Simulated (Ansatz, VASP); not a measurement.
## NbN in VASP and in Ansatz

```
CELL_PARAMETERS angstrom
0.00000 2.21170 2.21170
2.21170 0.00000 2.21170
2.21170 2.21170 0.00000
ATOMIC_POSITIONS crystal
Nb 0.50000 0.50000 0.50000
N 0.00000 0.00000 0.00000
```

Alike in both runs: functional PBE; k mesh 6 × 6 × 6; occupations gaussian, width 0.1 eV; no spin polarisation.

Ansatz relaxed the structure, and its values are those at the end. VASP's run is a single point on that final structure, the one shown.

|  | VASP | Ansatz |
| --- | --- | --- |
| version | VASP 6.6.1 | Ansatz 0.2.0 |
| potentials or method | VASP PAW PBE potentials, release 64 (Nb_sv, N), cutoff 600 eV | scalar-relativistic, plane waves, PAW |
| valence electrons in the cell | 18 | 18 |

Ansatz gave:

```
gap on the k mesh at the Fermi level (eV) : none
pressure (GPa)                            : 0.0
```

Problem. What did VASP give for the same quantities?

Solution. gap on the k mesh at the Fermi level (eV): none; pressure (GPa): -0.6.

A gap of «none» marks a metal or a gap that the smearing closes. The functional is the same, so the differences come from potentials, cutoffs and numerics.

The k mesh is coarse, so the values compare programs but aren't converged.
